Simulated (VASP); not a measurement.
# PbS (R3m) in VASP: notebook

PbS is run at these levels: PBEsol, r2SCAN, PBE; tasks: single point.

Program: VASP 6.6.1. These are calculated values, not measurements. Logs are shortened: lines on timing, memory, paths and dates and some standing lists are left out, and cuts for length are marked.

### 1 The cell of the first run

Symmetry: R3m, No. 160, trigonal system. Conventional cell: a = 4.281 Å, b = 4.281 Å, c = 10.492 Å, α = 90.00°, β = 90.00°, γ = 120.00°. Pb (site symmetry 3m) has 6 S at 2.99 to 3.06 Å within 3.9 Å. S (site symmetry 3m) has 6 Pb at 2.99 to 3.06 Å within 3.9 Å.

### 2 Single point, PBEsol

Contents of INCAR:

```
PREC = Accurate ; ENCUT = 520
EDIFF = 1E-7 ; ISMEAR = -1
SIGMA = 0.05 ; LREAL = False
LASPH = True ; NELM = 80
ALGO = Normal ; ISIF = 2
LWAVE = False ; LCHARG = True
GGA = PS ; LELF = True
LVHAR = True ; NBANDS = 17
```

Contents of KPOINTS:

```
Automatic mesh
0
Gamma
  8 8 8
```

Contents of POSCAR:

```
PbS
1.0
    2.1404630743      1.2357969321      3.4973414117
   -2.1404630743      1.2357969321      3.4973414117
    0.0000000000     -2.4715938643      3.4973414117
Pb S
1 1
Direct
    0.9805657800      0.9805657800      0.9805657800
    0.4750355500      0.4750355500      0.4750355500
```

Potentials or basis: VASP PAW PBE potentials, release 64 (Pb_d, S).

Launch:

```console
> cat potpaw_PBE.64/Pb_d/POTCAR potpaw_PBE.64/S/POTCAR > POTCAR
> mpirun -np 1 vasp_std > vasp.out
```

OUTCAR:

```text
PREC = Accurate
   ENCUT = 520
   EDIFF = 1E-7
   ISMEAR = -1
   LREAL = False
   LASPH = True
   NELM = 80
   ISIF = 2
   GGA = PS

 ion  position               nearest neighbor table
   1  0.981  0.981  0.981-   2 2.99   2 2.99   2 2.99   2 3.06   2 3.06   2 3.06
   2  0.475  0.475  0.475-   1 2.99   1 2.99   1 2.99   1 3.06   1 3.06   1 3.06

  LATTYP: Found a trigonal (rhomboedric) cell.
 ALAT       =     4.2825428404
 COS(alpha) =     0.5003774362

  Lattice vectors:

 A1 = (   2.1404630743,   1.2357969321,   3.4973414117)
 A2 = (  -2.1404630743,   1.2357969321,   3.4973414117)
 A3 = (   0.0000000000,  -2.4715938643,   3.4973414117)

Analysis of symmetry for initial positions (statically):
=====================================================================
 Subroutine PRICEL returns:
 Original cell was already a primitive cell.

 Routine SETGRP: Setting up the symmetry group for a
 trigonal (rhombohedral) supercell.

 Subroutine GETGRP returns: Found  6 space group operations
 (whereof  6 operations were pure point group operations)
 out of a pool of 12 trial point group operations.

The static configuration has the point symmetry C_3v.

Analysis of symmetry for dynamics (positions and initial velocities):
=====================================================================
 Subroutine PRICEL returns:
 Original cell was already a primitive cell.

 Routine SETGRP: Setting up the symmetry group for a
 trigonal (rhombohedral) supercell.

 Subroutine GETGRP returns: Found  6 space group operations
 (whereof  6 operations were pure point group operations)
 out of a pool of 12 trial point group operations.

The dynamic configuration has the point symmetry C_3v.

 Subroutine INISYM returns: Found  6 space group operations
 (whereof  6 operations are pure point group operations),
 and found     1 'primitive' translations

----------------------------------------------------------------------------------------

                                     Primitive cell

  volume of cell :      55.5065

  direct lattice vectors                    reciprocal lattice vectors
     2.140463074  1.235796932  3.497341412     0.233594312  0.134865739  0.095310493
    -2.140463074  1.235796932  3.497341412    -0.233594312  0.134865739  0.095310493
     0.000000000 -2.471593864  3.497341412     0.000000000 -0.269731478  0.095310493

  length of vectors
     4.282542840  4.282542840  4.282542840     0.286075445  0.286075445  0.286075445

  position of ions in fractional coordinates (direct lattice)
     0.980565780  0.980565780  0.980565780
     0.475035550  0.475035550  0.475035550

  ion indices of the primitive-cell ions
   primitive index   ion index
                 1           1
                 2           2

----------------------------------------------------------------------------------------

 KPOINTS: Automatic mesh

Automatic generation of k-mesh.
 Grid dimensions read from file:
 generate k-points for:    8    8    8

 Generating k-lattice:

  Cartesian coordinates                     Fractional coordinates (reciprocal lattice)
     0.029199289  0.016858217  0.011913812     0.125000000  0.000000000 -0.000000000
    -0.029199289  0.016858217  0.011913812     0.000000000  0.125000000 -0.000000000
     0.000000000 -0.033716435  0.011913812     0.000000000  0.000000000  0.125000000

  Length of vectors
     0.035759431  0.035759431  0.035759431

  Shift w.r.t. Gamma in fractional coordinates (k-lattice)
     0.000000000  0.000000000  0.000000000

 Subroutine IBZKPT returns following result:
 ===========================================

 Found     65 irreducible k-points:

 Following reciprocal coordinates:
            Coordinates               Weight
  0.000000  0.000000  0.000000      1.000000
  0.125000  0.000000  0.000000      6.000000
  0.250000  0.000000  0.000000      6.000000
  0.375000  0.000000 -0.000000      6.000000
  0.500000  0.000000  0.000000      3.000000
  0.125000  0.125000  0.000000      6.000000
[... 16 lines left out ...]
  0.250000  0.125000  0.125000      6.000000
  0.375000  0.125000  0.125000      6.000000
 [... further k-points ...]
   k-points           NKPTS =     65   k-points in BZ     NKDIM =     65   number of bands    NBANDS=     17
   number of dos      NEDOS =    301   number of ions     NIONS =      2
   total plane-waves  NPLWV =  32768
   dimension x,y,z NGX =    32 NGY =   32 NGZ =   32
   dimension x,y,z NGXF=    64 NGYF=   64 NGZF=   64
   ions per type =               1   1
   NGX,Y,Z   is equivalent  to a cutoff of  12.42, 12.42, 12.42 a.u.
   NGXF,Y,Z  is equivalent  to a cutoff of  24.84, 24.84, 24.84 a.u.
 SYSTEM =  unknown system
   PREC   = accura    normal or accurate (medium, high low for compatibility)
   ISTART =      0    job   : 0-new  1-cont  2-samecut
   ICHARG =      2    charge: 1-file 2-atom 10-const
   ISPIN  =      1    spin polarized calculation?
   LNONCOLLINEAR =      F non collinear calculations
   LSORBIT =      F    spin-orbit coupling
   LASPH  =      T    aspherical Exc in radial PAW
   ENCUT  =  520.0 eV  38.22 Ry    6.18 a.u.   7.96  7.96  7.96*2*pi/ulx,y,z
   NELM   =     80;   NELMIN=  2; NELMDL= -5     # of ELM steps
   EDIFF  = 0.1E-06   stopping-criterion for ELM
   LREAL  =      F    real-space projection
   EDIFFG = 0.1E-05   stopping-criterion for IOM
   NSW    =      0    number of steps for IOM
   IBRION =     -1    ionic relax: 0-MD 1-quasi-New 2-CG
   NFREE  =      0    steps in history (QN), initial steepest desc. (CG)
   ISIF   =      2    stress and relaxation
   ISYM   =      2    0-nonsym 1-usesym 2-fastsym
   POTIM  = 0.5000    time-step for ionic-motion
   TEBEG  =    0.0;   TEEND  =   0.0 temperature during run
   PSTRESS=    0.0 pullay stress
   NELECT =      20.0000    total number of electrons
   NUPDOWN=      -1.0000    fix difference up-down
   EMIN   =  10.00;   EMAX   =-10.00  energy-range for DOS
   EFERMI =   0.00;   METHOD = LEGACY
   ISMEAR =    -1;   SIGMA  =   0.05  broadening in eV -4-tet -1-fermi 0-gaus
   EFERMI_NEDOS =   21; number of points for ismear=-14 and -15
   IALGO  =     38    algorithm
   IMIX   =      4    mixing-type and parameters
     AMIX     =   0.40;   BMIX     =  1.00
     AMIX_MAG =   1.60;   BMIX_MAG =  1.00
  volume/ion in A,a.u.               =      27.75       187.29
  Fermi-wavevector in a.u.,A,eV,Ry     =   1.164940  2.201417 18.464256  1.357085
  Thomas-Fermi vector in A             =   2.301472
   LORBIT       =      0    0 simple, 1 ext, 2 COOP (PROOUT), +10 PAW based schemes
   GGA     = PS    functional components
   LHFCALC =     F    Hartree Fock is set to
   AEXX    =    0.0000 exact exchange contribution
   IVDW    =     0    specifies the selected vdW correction
   LEPSILON=     F    determine dielectric tensor
   LRPA    =     F    only Hartree local field effects (RPA)
 non-spin polarized calculation
  energy-cutoff  :      520.00
  volume of cell :       55.51
 maximum number of plane-waves:      1524
   NGX = 15   NGY = 15   NGZ = 15

 number of electron      19.9999998 magnetization

 Free energy of the ion-electron system (eV)
  ---------------------------------------------------
  ext. energy  EPLUGINS =         0.00000000
  ---------------------------------------------------
  free energy    TOTEN  =        -9.40540406 eV

  energy without entropy =       -9.40533628  energy(sigma->0) =       -9.40537017

 E-fermi :   5.0730     XC(G=0):  -9.6001

 val. band max:        4.8336851228   @ k =   0.5000   0.0000   0.0000
 cond. band min:       5.3122302813   @ k =   0.5000   0.0000   0.0000
 fundamental gap:      0.4785451585
 Fermi energy:         5.0729504742

 k-point     1 :       0.0000    0.0000    0.0000
  band No.  band energies     occupation
      1     -11.7526      2.00000
      2     -11.7522      2.00000
      3     -11.7522      2.00000
      4     -11.7378      2.00000
      5     -11.7378      2.00000
      6      -8.1689      2.00000
[... 9 lines left out ...]
     16      11.7154      0.00000
     17      13.5100      0.00000

 k-point     2 :       0.1250    0.0000    0.0000
  band No.  band energies     occupation
      1     -11.7516      2.00000
      2     -11.7500      2.00000
      3     -11.7497      2.00000
      4     -11.7385      2.00000
      5     -11.7384      2.00000
      6      -8.0468      2.00000
[... 9 lines left out ...]
     16      12.0482      0.00000
     17      14.5485      0.00000

 k-point     3 :       0.2500    0.0000    0.0000
  band No.  band energies     occupation
      1     -11.7539      2.00000
      2     -11.7535      2.00000
      3     -11.7502      2.00000
      4     -11.7301      2.00000
      5     -11.7298      2.00000
      6      -7.7095      2.00000
[... 9 lines left out ...]
     16      12.8710      0.00000
     17      16.3356      0.00000

 k-point     4 :       0.3750    0.0000   -0.0000
  band No.  band energies     occupation
      1     -11.7615      2.00000
      2     -11.7610      2.00000
      3     -11.7491      2.00000
      4     -11.7179      2.00000
      5     -11.7175      2.00000
      6      -7.2775      2.00000
[... 9 lines left out ...]
     16      14.0875      0.00000
     17      16.3283      0.00000

 k-point     5 :       0.5000    0.0000    0.0000
  band No.  band energies     occupation
      1     -11.7648      2.00000
      2     -11.7642      2.00000
      3     -11.7488      2.00000
      4     -11.7126      2.00000
      5     -11.7122      2.00000
      6      -7.0489      2.00000
[... 9 lines left out ...]
     16      15.0802      0.00000
     17      15.2409      0.00000

 k-point     6 :       0.1250    0.1250    0.0000
  band No.  band energies     occupation
      1     -11.7553      2.00000
      2     -11.7473      2.00000
      3     -11.7454      2.00000
      4     -11.7454      2.00000
      5     -11.7347      2.00000
      6      -8.0050      2.00000
[... 9 lines left out ...]
     16      12.7320      0.00000
     17      14.1254      0.00000

 k-point     7 :       0.2500    0.1250   -0.0000
  band No.  band energies     occupation
      1     -11.7598      2.00000
      2     -11.7548      2.00000
      3     -11.7439      2.00000
      4     -11.7369      2.00000
      5     -11.7273      2.00000
      6      -7.7364      2.00000
[... 9 lines left out ...]
     16      13.5520      0.00000
     17      15.2850      0.00000

 k-point     8 :       0.3750    0.1250   -0.0000
  band No.  band energies     occupation
      1     -11.7706      2.00000
      2     -11.7514      2.00000
      3     -11.7494      2.00000
      4     -11.7278      2.00000
      5     -11.7158      2.00000
      6      -7.3272      2.00000
[... 9 lines left out ...]
     16      14.6308      0.00000
     17      16.2905      0.00000
[... 203 lines left out ...]
      1     -11.8375      2.00000
      2     -11.7670      2.00000
      3     -11.7226      2.00000
      4     -11.7087      2.00000
      5     -11.7061      2.00000
      6      -6.7660      2.00000
[... 9 lines left out ...]
     16      16.4573      0.00000
     17      16.5187      0.00000

 k-point    20 :      -0.3750    0.3750    0.0000
  band No.  band energies     occupation
      1     -11.8222      2.00000
      2     -11.7544      2.00000
      3     -11.7313      2.00000
      4     -11.7168      2.00000
      5     -11.7100      2.00000
      6      -6.7056      2.00000
[... 9 lines left out ...]
     16      15.5687      0.00000
     17      17.2469      0.00000

 k-point    21 :       0.5000    0.5000    0.0000
  band No.  band energies     occupation
      1     -11.8519      2.00000
      2     -11.7726      2.00000
      3     -11.7169      2.00000
      4     -11.7033      2.00000
      5     -11.7032      2.00000
      6      -6.7086      2.00000
[... 9 lines left out ...]
     16      16.7281      0.00000
     17      17.1862      0.00000

 k-point    22 :       0.1250    0.1250    0.1250
  band No.  band energies     occupation
      1     -11.7520      2.00000
      2     -11.7497      2.00000
      3     -11.7497      2.00000
      4     -11.7384      2.00000
      5     -11.7384      2.00000
      6      -8.0473      2.00000
[... 9 lines left out ...]
     16      12.0441      0.00000
     17      14.5444      0.00000

 k-point    23 :       0.2500    0.1250    0.1250
  band No.  band energies     occupation
      1     -11.7517      2.00000
      2     -11.7498      2.00000
      3     -11.7460      2.00000
      4     -11.7444      2.00000
      5     -11.7311      2.00000
      6      -7.8518      2.00000
[... 9 lines left out ...]
     16      13.1007      0.00000
     17      14.2915      0.00000

 k-point    24 :       0.3750    0.1250    0.1250
  band No.  band energies     occupation
      1     -11.7589      2.00000
      2     -11.7539      2.00000
      3     -11.7483      2.00000
      4     -11.7317      2.00000
      5     -11.7228      2.00000
      6      -7.4734      2.00000
[... 9 lines left out ...]
     16      14.4307      0.00000
     17      15.5121      0.00000

 [... further k-points ...]
[... 5 lines left out ...]
  --------------------------------------------------------------------------------------
  -------------------------------------------------------------------------------------
  Total       -1.3563501     -1.3563501     -1.3475724      0.0000000      0.0000000      0.0000000
  in kB      -39.1505837    -39.1505837    -38.8972193      0.0000000      0.0000000      0.0000000
  external PRESSURE =     -39.0661289 kB  Pullay stress =       0.0000000 kB

 VOLUME and BASIS-vectors are now :
 -----------------------------------------------------------------------------
  energy-cutoff  :      520.00
  volume of cell :       55.51
      direct lattice vectors                 reciprocal lattice vectors
     2.140463074  1.235796932  3.497341412     0.233594312  0.134865739  0.095310493
    -2.140463074  1.235796932  3.497341412    -0.233594312  0.134865739  0.095310493
     0.000000000 -2.471593864  3.497341412     0.000000000 -0.269731478  0.095310493

 POSITION                                       TOTAL-FORCE (eV/Angst)
 -----------------------------------------------------------------------------------
      0.00000     -0.00000     10.28812         0.000000     -0.000000      0.011947
      0.00000     -0.00000      4.98408         0.000000      0.000000     -0.011947
 -----------------------------------------------------------------------------------
    total drift:                                0.000000      0.000000     -0.000140

  FREE ENERGIE OF THE ION-ELECTRON SYSTEM (eV)
  ---------------------------------------------------
  free  energy   TOTEN  =        -9.4054040592 eV

  energy  without entropy=       -9.4053362751  energy(sigma->0) =       -9.40537017
```

It took 52 s on 1 thread of AMD EPYC 7R13 (Zen 3), shared host; peak memory 0.18 GiB.

What came out:

* Free energy: -9.4054 eV
* Pressure: -3.9 GPa
* Largest force: 0.012 eV/Å
* Band gap on the k mesh: 0.48 eV, direct

Forces on the atoms (eV/Å):
```
Pb   0.000  0.000  0.012
S    0.000  0.000 -0.012
```

Levels at points of the mesh, in eV from the valence-band top:
```csv
k point,band 8,band 9,band 10,band 11,band 12,band 13
"(0.00, 0.00, 0.00)",-1.81,-1.81,-1.81,5.02,5.04,5.04
"(0.50, 0.00, 0.00)",-1.47,-1.46,0.00,0.48,2.09,2.10
"(0.50, 0.50, 0.00)",-4.67,-3.01,-3.00,4.02,5.38,5.48
"(0.50, 0.50, 0.50)",-1.46,-1.46,-0.03,0.51,2.09,2.09
```

Caveat: the PAW data sets were made with another functional, which shifts forces and pressure a little; spin-orbit coupling is left out, which moves the levels of the heavy elements. A k mesh can miss the band edges.

[end of part 1 of 2]
